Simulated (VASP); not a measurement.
# PtSe2 (P-3m1) in VASP: phonons with PBE+D3(BJ)

Aim: the phonons of PtSe2 with PBE+D3(BJ).

Everything below comes from runs of VASP 6.6.1. Logs are shortened: lines on timing, memory, paths and dates and some standing lists are left out, and cuts for length are marked.

### Step 1. The cell of the first run

Symmetry: P-3m1, No. 164, trigonal system. Conventional cell: a = 3.772 Å, b = 3.772 Å, c = 4.820 Å, α = 90.00°, β = 90.00°, γ = 120.00°. Pt (site symmetry -3m) has 6 Se at 2.53 Å within 3.3 Å. Within 3.4 Å of Se (site symmetry 3m) lie 3 Pt at 2.53 Å and 6 Se at 3.14 to 3.36 Å.

### Step 2. Phonons, PBE+D3(BJ)

The input, INCAR:

```
ALGO     = Normal         # electronic algorithm
EDIFF    = 1E-8           # SCF threshold, eV
ENCUT    = 500            # plane-wave cutoff, eV
GGA      = PE             # functional
GGA_COMPAT= False        
IBRION   = 6              # ionic algorithm
ISIF     = 2              # what is computed and relaxed
ISMEAR   = -1             # smearing method
IVDW     = 12             # dispersion correction
LASPH    = True           # aspherical terms in the spheres
LCHARG   = False          # write CHGCAR
LREAL    = False          # projectors in reciprocal space
LWAVE    = False          # write WAVECAR
NBANDS   = 18             # bands
NELM     = 120            # most SCF steps
NFREE    = 2            
NSW      = 1              # ionic steps
POTIM    = 0.015          # step
PREC     = Accurate       # precision mode
SIGMA    = 0.15           # smearing width, eV
```

The input, KPOINTS:

```
k-points
0
Gamma
  15 15 10
```

The input, POSCAR:

```
PtSe2
1.0
    3.7720690011     -0.0000000029      0.0000000000
   -1.8860344980      3.2667075812      0.0000000000
    0.0000000000      0.0000000000      4.8195613529
Pt Se
1 2
Direct
    0.0000000000      0.0000000000      0.0000000000
    0.6666666667      0.3333333333      0.7341793042
    0.3333333333      0.6666666667      0.2658206958
```

Potentials or basis: VASP PAW PBE potentials, release 64 (Pt, Se).

On the command line:

```bash
$ cat potpaw_PBE.64/Pt/POTCAR potpaw_PBE.64/Se/POTCAR > POTCAR
$ mpirun -np 1 vasp_std > vasp.out
```

OUTCAR:

```text
EDIFF = 1E-8
   ENCUT = 500
   GGA = PE
   IBRION = 6
   ISIF = 2
   ISMEAR = -1
   IVDW = 12
   LASPH = True
   LREAL = False
   NELM = 120
   NFREE = 2
   NSW = 1
   POTIM = 0.015
   PREC = Accurate
 IVDW          = 12

 ion  position               nearest neighbor table
   1  0.000  0.000  0.000-   2 2.53   3 2.53   3 2.53   2 2.53   2 2.53   3 2.53
   2  0.667  0.333  0.734-   1 2.53   1 2.53   1 2.53
   3  0.333  0.667  0.266-   1 2.53   1 2.53   1 2.53

  LATTYP: Found a hexagonal cell.
 ALAT       =     3.7720690011
 C/A-ratio  =     1.2776970282

  Lattice vectors:

 A1 = (   3.7720690011,  -0.0000000029,   0.0000000000)
 A2 = (  -1.8860344980,   3.2667075812,   0.0000000000)
 A3 = (   0.0000000000,   0.0000000000,   4.8195613529)

Analysis of symmetry for initial positions (statically):
=====================================================================
 Subroutine PRICEL returns:
 Original cell was already a primitive cell.

 Routine SETGRP: Setting up the symmetry group for a
 hexagonal supercell.

 Subroutine GETGRP returns: Found 12 space group operations
 (whereof 12 operations were pure point group operations)
 out of a pool of 24 trial point group operations.

The static configuration has the point symmetry D_3d.

Analysis of symmetry for dynamics (positions and initial velocities):
=====================================================================
 Subroutine PRICEL returns:
 Original cell was already a primitive cell.

 Routine SETGRP: Setting up the symmetry group for a
 hexagonal supercell.

 Subroutine GETGRP returns: Found 12 space group operations
 (whereof 12 operations were pure point group operations)
 out of a pool of 24 trial point group operations.

The dynamic configuration has the point symmetry D_3d.

 Subroutine INISYM returns: Found 12 space group operations
 (whereof 12 operations are pure point group operations),
 and found     1 'primitive' translations

----------------------------------------------------------------------------------------

                                     Primitive cell

  volume of cell :      59.3878

  direct lattice vectors                    reciprocal lattice vectors
[... 125 lines left out ...]
   NGX = 13   NGY = 13   NGZ = 17

--------------------------------------- Ionic step        1  -------------------------------------------

 number of electron      21.9999997 magnetization

 Free energy of the ion-electron system (eV)
  ---------------------------------------------------
  ext. energy  EPLUGINS =         0.00000000
  ---------------------------------------------------
  free energy    TOTEN  =       -14.22367082 eV

  energy without entropy =      -14.16404892  energy(sigma->0) =      -14.19385987

------------------------ aborting loop because EDIFF is reached ----------------------------------------

 Edisp (eV)   -1.47065

 E8    (eV) :    -0.6319
[... 319 lines left out ...]
--------------------------------------- Ionic step        9  -------------------------------------------

 number of electron      21.9999998 magnetization

 Free energy of the ion-electron system (eV)
  ---------------------------------------------------
  ext. energy  EPLUGINS =         0.00000000
  ---------------------------------------------------
  free energy    TOTEN  =       -14.22236292 eV

  energy without entropy =      -14.16207737  energy(sigma->0) =      -14.19222015

 E-fermi :   6.6286     XC(G=0): -10.8323

 val. band max:        6.6251254397   @ k =  -0.0000   0.1333   0.3000
 cond. band min:       6.6397316238   @ k =   0.0667   0.0000   0.2000
 fundamental gap:      0.0146061841
 Fermi energy:         6.6286482108

 k-point     1 :       0.0000    0.0000    0.0000
  band No.  band energies     occupation
      1      -8.9469      2.00000
      2      -5.8494      2.00000
      3      -0.3987      2.00000
      4       0.5383      2.00000
      5       0.5383      2.00000
      6       2.9605      2.00000
[... 481 lines left out ...]
      5       1.2978      2.00000
      6       1.9026      2.00000
[... 10 lines left out ...]
     17      15.6735      0.00000
     18      17.1000      0.00000

 [... further k-points ...]

------------------------ aborting loop because EDIFF is reached ----------------------------------------

 Edisp (eV)   -1.47096

 E8    (eV) :    -0.6321
[... 26 lines left out ...]
  FREE ENERGIE OF THE ION-ELECTRON SYSTEM (eV)
  ---------------------------------------------------
  free  energy   TOTEN  =       -15.6933226330 eV

  energy  without entropy=      -15.6330370827  energy(sigma->0) =      -15.66317986

 INTERNAL STRAIN TENSORS FROM DISPLACED ATOMS
 ============================================

 INTERNAL STRAIN TENSOR FOR ION    1 for displacements in x,y,z  (eV/Angst):
          X           Y           Z          XY          YZ          ZX
  --------------------------------------------------------------------------------
  x     0.00000     0.00000     0.00000     0.00000     0.00000     0.00000
  y     0.00000     0.00000     0.00000     0.00000     0.00000     0.00000
  z     0.00000     0.00000     0.00000     0.00000     0.00000     0.00000

 INTERNAL STRAIN TENSOR FOR ION    3 for displacements in x,y,z  (eV/Angst):
          X           Y           Z          XY          YZ          ZX
  --------------------------------------------------------------------------------
  x     0.00000    -0.00000    -0.00000     3.86716    -0.00000    -7.70434
  y     3.86716    -3.86716     0.00000    -0.00000    -7.70433    -0.00000
  z    -9.69483    -9.69483   -10.92891    -0.00000     0.00000    -0.00000

 Eigenvectors and eigenvalues of the dynamical matrix
 ----------------------------------------------------

   1 f  =    6.403875 THz    40.236736 2PiTHz  213.610290 cm-1    26.484289 meV
             X         Y         Z           dx          dy          dz
      0.000000  0.000000  0.000000     0.000000   -0.000000   -0.668888
      1.886035  1.088903  3.538422    -0.000000    0.000000    0.525637
      0.000000  2.177805  1.281139    -0.000000    0.000000    0.525637
[... 43 lines left out ...]
   9 f/i=    0.000386 THz     0.002428 2PiTHz    0.012888 cm-1     0.001598 meV
             X         Y         Z           dx          dy          dz
      0.000000  0.000000  0.000000    -0.710197    0.219533   -0.000000
      1.886035  1.088903  3.538422    -0.451886    0.139685   -0.000000
      0.000000  2.177805  1.281139    -0.451886    0.139685   -0.000000

 ELASTIC MODULI CONTR FROM IONIC RELAXATION (kBar)
 Direction    XX          YY          ZZ          XY          YZ          ZX
 --------------------------------------------------------------------------------
 XX        -542.9082   -311.6083   -481.6454     -0.0000    230.4029      0.0000
 YY        -311.6083   -542.9082   -481.6454     -0.0000   -230.4029     -0.0000
 ZZ        -481.6454   -481.6454   -542.9556     -0.0000     -0.0000      0.0000
 XY          -0.0000     -0.0000     -0.0000   -115.6500     -0.0000    230.4033
 YZ         230.4029   -230.4029     -0.0000     -0.0000   -459.0188     -0.0000
 ZX           0.0000     -0.0000      0.0000    230.4033     -0.0000   -459.0201
 --------------------------------------------------------------------------------
```

OSZICAR:

```text
N       E                     dE             d eps       ncg     rms          rms(c)
DAV:   1     0.106006275002E+03    0.10601E+03   -0.98908E+03  8752   0.105E+03
[... 96 lines left out ...]
DAV:   2    -0.142224105402E+02   -0.16945E-02   -0.21305E-02 10216   0.824E-01    0.150E-01
DAV:   3    -0.142223768414E+02    0.33699E-04   -0.38657E-04 10280   0.181E-01    0.819E-02
DAV:   4    -0.142223660426E+02    0.10799E-04   -0.36303E-05 10280   0.572E-02    0.429E-02
DAV:   5    -0.142223630869E+02    0.29557E-05   -0.93618E-06 10132   0.218E-02    0.490E-03
DAV:   6    -0.142223629207E+02    0.16622E-06   -0.60396E-07 10358   0.532E-03    0.228E-03
DAV:   7    -0.142223629167E+02    0.39743E-08   -0.11679E-07  9834   0.264E-03    0.661E-04
DAV:   8    -0.142223629219E+02   -0.51775E-08   -0.10677E-08  7366   0.723E-04
   9 F= -.15693323E+02 E0= -.15663180E+02  d E =-.602856E-01
```

Run time: 70 min. Hardware: 1 thread of Intel Xeon 8259CL, shared host; peak memory 1.6 GiB.

Results:

```yaml
Highest_phonon_frequency_at_Γ_LO-TO_splitting_left_out: 214 cm⁻¹
Dispersion_energy_per_atom: -0.490 eV
```

Phonon frequencies in cm⁻¹ (negative: imaginary):
| q point | frequencies |
| --- | --- |
| (0.000, 0.000, 0.000) | 0 0 0 155 155 202 212 212 214 |

Caveat: spin-orbit coupling is left out, which moves the levels of the heavy elements.
